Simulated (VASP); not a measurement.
# Ti2Co (Fd-3m) in VASP: notebook

Ti2Co is run at these levels: r2SCAN; tasks: single point.

Program: VASP 6.6.1. These are calculated values, not measurements. Logs are shortened: lines on timing, memory, paths and dates and some standing lists are left out, and cuts for length are marked.

## Step 1: The cell of the first run

It takes space group Fd-3m (No. 227, cubic). The conventional cell has a = 6.730 Å, b = 6.730 Å, c = 6.730 Å, α = 90.00°, β = 90.00°, γ = 90.00°. Within 3.1 Å of Ti (site symmetry -3m) lie 6 Ti at 2.38 Å and 6 Co at 2.79 Å. Within 3.7 Å of Co (site symmetry -43m) lie 12 Ti at 2.79 Å and 4 Co at 2.91 Å.

## Step 2: Single point, r2SCAN

Input file POSCAR:

```
Ti2Co
1.0
    0.0000000000      3.3650000000      3.3650000000
    3.3650000000      0.0000000000      3.3650000000
    3.3650000000      3.3650000000      0.0000000000
Ti Co
4 2
Direct
    0.1250000000      0.1250000000      0.1250000000
    0.6250000000      0.1250000000      0.1250000000
    0.1250000000      0.1250000000      0.6250000000
    0.1250000000      0.6250000000      0.1250000000
    0.5000000000      0.5000000000      0.5000000000
    0.7500000000      0.7500000000      0.7500000000
```

Input file INCAR.step1:

```
SYSTEM = Ti2Co
ALGO     = Normal         ! electronic algorithm
EDIFF    = 1E-4           ! SCF threshold, eV
ENCUT    = 520            ! plane-wave cutoff, eV
GGA      = PE             ! functional
ISMEAR   = 0              ! smearing method
LASPH    = .True.         ! aspherical terms in the spheres
LCHARG   = .False.        ! write CHGCAR
LREAL    = .False.        ! projectors in reciprocal space
LWAVE    = .True.         ! write WAVECAR
NBANDS   = 42             ! bands
NELM     = 80             ! most SCF steps
PREC     = Accurate       ! precision mode
SIGMA    = 0.1            ! smearing width, eV
```

Input file INCAR.step2:

```
SYSTEM = Ti2Co
ALGO     = Normal         ! electronic algorithm
EDIFF    = 1E-7           ! SCF threshold, eV
ENCUT    = 520            ! plane-wave cutoff, eV
ISIF     = 2              ! what is computed and relaxed
ISMEAR   = 0              ! smearing method
ISTART   = 1            
LASPH    = .True.         ! aspherical terms in the spheres
LCHARG   = .False.        ! write CHGCAR
LMIXTAU  = .True.       
LREAL    = .False.        ! projectors in reciprocal space
LWAVE    = .False.        ! write WAVECAR
METAGGA  = R2SCAN         ! meta-GGA
NBANDS   = 42             ! bands
NELM     = 80             ! most SCF steps
PREC     = Accurate       ! precision mode
SIGMA    = 0.1            ! smearing width, eV
```

Input file KPOINTS:

```
k-points
0
Gamma
  10 10 10
  0 0 0
```

Potentials or basis: VASP PAW PBE potentials, release 64 (Ti_sv, Co).

Command:

```bash
$ cat potpaw_PBE.64/Ti_sv/POTCAR potpaw_PBE.64/Co/POTCAR > POTCAR
$ cp INCAR.step1 INCAR
$ mpirun -np 1 vasp_std > vasp.out
$ cp INCAR.step2 INCAR
$ mpirun -np 1 vasp_std > vasp.out
```

OUTCAR:

```text
SYSTEM = Ti2Co
   EDIFF = 1E-7
   ENCUT = 520
   ISIF = 2
   ISMEAR = 0
   ISTART = 1
   LASPH = .True.
   LREAL = .False.
   METAGGA = R2SCAN
   NELM = 80
   PREC = Accurate

 ion  position               nearest neighbor table
   1  0.125  0.125  0.125-   2 2.38   3 2.38   4 2.38   3 2.38   4 2.38   2 2.38   6 2.79   5 2.79
                             6 2.79   5 2.79   6 2.79   5 2.79
   2  0.625  0.125  0.125-   1 2.38   3 2.38   4 2.38   1 2.38   3 2.38   4 2.38   6 2.79   5 2.79
                             5 2.79   6 2.79   5 2.79   6 2.79
   3  0.125  0.125  0.625-   1 2.38   1 2.38   2 2.38   4 2.38   4 2.38   2 2.38   6 2.79   5 2.79
                             6 2.79   5 2.79   6 2.79   5 2.79
   4  0.125  0.625  0.125-   1 2.38   3 2.38   1 2.38   2 2.38   3 2.38   2 2.38   6 2.79   5 2.79
                             6 2.79   5 2.79   6 2.79   5 2.79
   5  0.500  0.500  0.500-   1 2.79   1 2.79   1 2.79   2 2.79   3 2.79   4 2.79   4 2.79   2 2.79
                             4 2.79   3 2.79   2 2.79   3 2.79   6 2.91   6 2.91   6 2.91   6 2.91
   6  0.750  0.750  0.750-   2 2.79   3 2.79   4 2.79   1 2.79   1 2.79   1 2.79   2 2.79   2 2.79
                             3 2.79   4 2.79   3 2.79   4 2.79   5 2.91   5 2.91   5 2.91   5 2.91

  LATTYP: Found a face centered cubic cell.
 ALAT       =     6.7300000000

  Lattice vectors:

 A1 = (   0.0000000000,   3.3650000000,   3.3650000000)
 A2 = (   3.3650000000,   0.0000000000,   3.3650000000)
 A3 = (   3.3650000000,   3.3650000000,   0.0000000000)

Analysis of symmetry for initial positions (statically):
=====================================================================
 Subroutine PRICEL returns:
 Original cell was already a primitive cell.

 Routine SETGRP: Setting up the symmetry group for a
 face centered cubic supercell.

 Subroutine GETGRP returns: Found 48 space group operations
 (whereof 24 operations were pure point group operations)
 out of a pool of 48 trial point group operations.

The static configuration has the point symmetry T_d .
 The point group associated with its full space group is O_h .

Analysis of symmetry for dynamics (positions and initial velocities):
=====================================================================
 Subroutine PRICEL returns:
 Original cell was already a primitive cell.

 Routine SETGRP: Setting up the symmetry group for a
 face centered cubic supercell.

 Subroutine GETGRP returns: Found 48 space group operations
 (whereof 24 operations were pure point group operations)
[... 108 lines left out ...]
   LASPH  =      T    aspherical Exc in radial PAW
   ENCUT  =  520.0 eV  38.22 Ry    6.18 a.u.   8.85  8.85  8.85*2*pi/ulx,y,z
   NELM   =     80;   NELMIN=  2; NELMDL=  0     # of ELM steps
   EDIFF  = 0.1E-06   stopping-criterion for ELM
   LREAL  =      F    real-space projection
   EDIFFG = 0.1E-05   stopping-criterion for IOM
   NSW    =      0    number of steps for IOM
   IBRION =     -1    ionic relax: 0-MD 1-quasi-New 2-CG
   NFREE  =      0    steps in history (QN), initial steepest desc. (CG)
   ISIF   =      2    stress and relaxation
   ISYM   =      2    0-nonsym 1-usesym 2-fastsym
   POTIM  = 0.5000    time-step for ionic-motion
   TEBEG  =    0.0;   TEEND  =   0.0 temperature during run
   PSTRESS=    0.0 pullay stress
   NELECT =      66.0000    total number of electrons
   NUPDOWN=      -1.0000    fix difference up-down
   EMIN   =  10.00;   EMAX   =-10.00  energy-range for DOS
   EFERMI =   0.00;   METHOD = LEGACY
   ISMEAR =     0;   SIGMA  =   0.10  broadening in eV -4-tet -1-fermi 0-gaus
   EFERMI_NEDOS =   21; number of points for ismear=-14 and -15
   IALGO  =     38    algorithm
   IMIX   =      4    mixing-type and parameters
     AMIX     =   0.40;   BMIX     =  1.00
     AMIX_MAG =   1.60;   BMIX_MAG =  1.00
  volume/ion in A,a.u.               =      12.70        85.71
  Fermi-wavevector in a.u.,A,eV,Ry     =   1.560490  2.948899 33.131955  2.435130
  Thomas-Fermi vector in A             =   2.663695
   LORBIT       =      0    0 simple, 1 ext, 2 COOP (PROOUT), +10 PAW based schemes
   METAGGA = R2SCAN    functional components
   LHFCALC =     F    Hartree Fock is set to
   AEXX    =    0.0000 exact exchange contribution
   IVDW    =     0    specifies the selected vdW correction
   LEPSILON=     F    determine dielectric tensor
   LRPA    =     F    only Hartree local field effects (RPA)
 non-spin polarized calculation
 Gauss-broadening in eV      SIGMA  =   0.10
  energy-cutoff  :      520.00
  volume of cell :       76.21
 maximum number of plane-waves:      2085
   NGX = 17   NGY = 17   NGZ = 17

 number of electron      66.0000033 magnetization

 Free energy of the ion-electron system (eV)
  ---------------------------------------------------
  ext. energy  EPLUGINS =         0.00000000
  ---------------------------------------------------
  free energy    TOTEN  =       -73.99361590 eV

  energy without entropy =      -73.95103017  energy(sigma->0) =      -73.97232303

 E-fermi :  10.1711     XC(G=0): -13.9191

 val. band max:       10.1674651791   @ k =  -0.2000   0.2000   0.0000
 cond. band min:      10.1725648169   @ k =   0.5000   0.2000   0.1000
 fundamental gap:      0.0050996377
 Fermi energy:        10.1711323016

 k-point     1 :       0.0000    0.0000    0.0000
  band No.  band energies     occupation
      1     -48.5120      2.00000
      2     -47.7755      2.00000
      3     -47.7755      2.00000
      4     -47.7755      2.00000
      5     -25.6482      2.00000
      6     -24.1077      2.00000
[... 1069 lines left out ...]
     41      13.2613      0.00000
     42      13.3202      0.00000

 [... further k-points ...]
[... 5 lines left out ...]
  --------------------------------------------------------------------------------------
  -------------------------------------------------------------------------------------
  Total        9.7465113      9.7465113      9.7465113     -0.0000000      0.0000000     -0.0000000
  in kB      204.9153873    204.9153873    204.9153873     -0.0000000      0.0000000     -0.0000000
  external PRESSURE =     204.9153873 kB  Pullay stress =       0.0000000 kB

 VOLUME and BASIS-vectors are now :
 -----------------------------------------------------------------------------
  energy-cutoff  :      520.00
  volume of cell :       76.21
      direct lattice vectors                 reciprocal lattice vectors
     0.000000000  3.365000000  3.365000000    -0.148588410  0.148588410  0.148588410
     3.365000000  0.000000000  3.365000000     0.148588410 -0.148588410  0.148588410
     3.365000000  3.365000000  0.000000000     0.148588410  0.148588410 -0.148588410

 POSITION                                       TOTAL-FORCE (eV/Angst)
 -----------------------------------------------------------------------------------
      0.84125      0.84125      0.84125        -0.000000     -0.000000     -0.000000
      0.84125      2.52375      2.52375        -0.000000     -0.000000     -0.000000
      2.52375      2.52375      0.84125        -0.000000     -0.000000     -0.000000
      2.52375      0.84125      2.52375        -0.000000     -0.000000     -0.000000
      3.36500      3.36500      3.36500        -0.000000     -0.000000     -0.000000
      5.04750      5.04750      5.04750         0.000000      0.000000      0.000000
 -----------------------------------------------------------------------------------
    total drift:                                0.000000      0.000000      0.000000

  FREE ENERGIE OF THE ION-ELECTRON SYSTEM (eV)
  ---------------------------------------------------
  free  energy   TOTEN  =       -73.9936158964 eV

  energy  without entropy=      -73.9510301705  energy(sigma->0) =      -73.97232303
```

OUTCAR.step1:

```text
SYSTEM = Ti2Co
   EDIFF = 1E-4
   ENCUT = 520
   GGA = PE
   ISMEAR = 0
[... 1324 lines left out ...]
      2.52375      2.52375      0.84125         0.000000      0.000000      0.000000
      2.52375      0.84125      2.52375         0.000000      0.000000      0.000000
      3.36500      3.36500      3.36500        -0.000000     -0.000000     -0.000000
      5.04750      5.04750      5.04750         0.000000      0.000000      0.000000
 -----------------------------------------------------------------------------------
    total drift:                                0.000000      0.000000      0.000000

  FREE ENERGIE OF THE ION-ELECTRON SYSTEM (eV)
  ---------------------------------------------------
  free  energy   TOTEN  =       -41.9131473637 eV

  energy  without entropy=      -41.8638018366  energy(sigma->0) =      -41.88847460
```

It took 12 min on 1 thread of Intel Xeon Platinum 8259CL at 2.50GHz (Skylake/Cascade Lake), shared host; peak memory 0.29 GiB.

What came out:

| Property | Result |
| --- | --- |
| Free energy | -73.9936 eV |
| Pressure | 20.5 GPa |
| Band gap on the k mesh | zero (band 33 reaches 10.56 eV, above the bottom of band 34 at 9.90 eV) |

Caveat: the PAW data sets were made with another functional, which shifts forces and pressure a little. Spin polarisation is off, so any magnetic state and its effect on volume and gap are missing.

## Step 3: Single point, r2SCAN, collinear spin, ferromagnetic start

This run uses another cell than the first one, of 15.10 Å³/atom, 1.189 times its volume.

POSCAR: that of step 2 with these lines changed.

```diff
@@ -2,5 +2,5 @@
 1.0
-    0.0000000000      3.3650000000      3.3650000000
-    3.3650000000      0.0000000000      3.3650000000
-    3.3650000000      3.3650000000      0.0000000000
+    0.0000000000      3.5644419196      3.5644419196
+    3.5644419196      0.0000000000      3.5644419196
+    3.5644419196      3.5644419196      0.0000000000
 Ti Co
```

Input file INCAR.step1:

```
SYSTEM = Ti2Co
PREC = Accurate
ENCUT = 520
ISMEAR = 0
SIGMA = 0.1
LREAL = .False.
LASPH = .True.
NELM = 150
ISPIN = 2
MAGMOM = 0.19 0.19 0.19 0.19 1.58 1.58
LMAXMIX = 4
NBANDS = 46
GGA = PE
ALGO = Normal
EDIFF = 1E-4
LWAVE = .True.
LCHARG = .False.
```

Input file INCAR.step2:

```
SYSTEM = Ti2Co
PREC = Accurate
ENCUT = 520
EDIFF = 1E-6
ISMEAR = 0
SIGMA = 0.1
LREAL = .False.
LASPH = .True.
NELM = 150
ALGO = Normal
ISIF = 2
LWAVE = .False.
LCHARG = .False.
ISPIN = 2
MAGMOM = 0.19 0.19 0.19 0.19 1.58 1.58
LORBIT = 11
LMAXMIX = 4
METAGGA = R2SCAN
LMIXTAU = .True.
NBANDS = 46
ISTART = 1
```

Input file KPOINTS:

```
regular mesh
0
Gamma
  10 10 10
  0 0 0
```

Potentials or basis: VASP PAW PBE potentials, release 64 (Ti_sv, Co).

Command:

```bash
$ cat potpaw_PBE.64/Ti_sv/POTCAR potpaw_PBE.64/Co/POTCAR > POTCAR
$ cp INCAR.step1 INCAR
$ mpirun -np 1 vasp_std > vasp.out
$ cp INCAR.step2 INCAR
$ mpirun -np 1 vasp_std > vasp.out
```

Run time: 40 min. Hardware: 1 thread of Intel Xeon Platinum 8259CL at 2.50GHz (Skylake/Cascade Lake), shared host; peak memory 0.5 GiB.

Results (log left out):

| Property | Result |
| --- | --- |
| Free energy | -75.2826 eV |
| Pressure | 0.6 GPa |
| Net moment | 4.81 μB per cell |
| Site moments | Ti +0.41; Co +1.73 μB |
| Valence electrons inside the program's atomic spheres | Ti 10.49; Co 7.91 |

Levels at points of the mesh, in eV from the Fermi level:
Spin up:
| k point | band 31 | band 32 | band 33 | band 34 | band 35 | band 36 | band 37 | band 38 | band 39 | band 40 |
| --- | --- | --- | --- | --- | --- | --- | --- | --- | --- | --- |
| (0.00, 0.00, 0.00) | -2.04 | -1.05 | -1.05 | -1.05 | -0.75 | -0.75 | 3.06 | 3.36 | 3.36 | 3.36 |
| (0.50, 0.00, 0.00) | -1.14 | -1.14 | -0.32 | -0.32 | 0.15 | 0.15 | 0.37 | 0.74 | 0.81 | 0.81 |
| (0.50, 0.50, 0.00) | -1.08 | -1.08 | -0.40 | -0.40 | -0.32 | -0.32 | 0.97 | 0.97 | 1.02 | 1.02 |
Spin down:
```
           k point  band 27  band 28  band 29  band 30  band 31  band 32  band 33  band 34  band 35  band 36
(0.00, 0.00, 0.00)    -0.63    -0.63    -0.40    -0.40    -0.40     0.64     0.64     0.88     0.88     0.88
(0.50, 0.00, 0.00)    -0.73    -0.73    -0.19    -0.19     0.10     0.26     0.26     0.34     0.76     1.54
(0.50, 0.50, 0.00)    -1.09    -1.09    -0.76    -0.76     0.30     0.30     0.73     0.73     1.35     1.35
```

Caveat: the PAW data sets were made with another functional, which shifts forces and pressure a little.
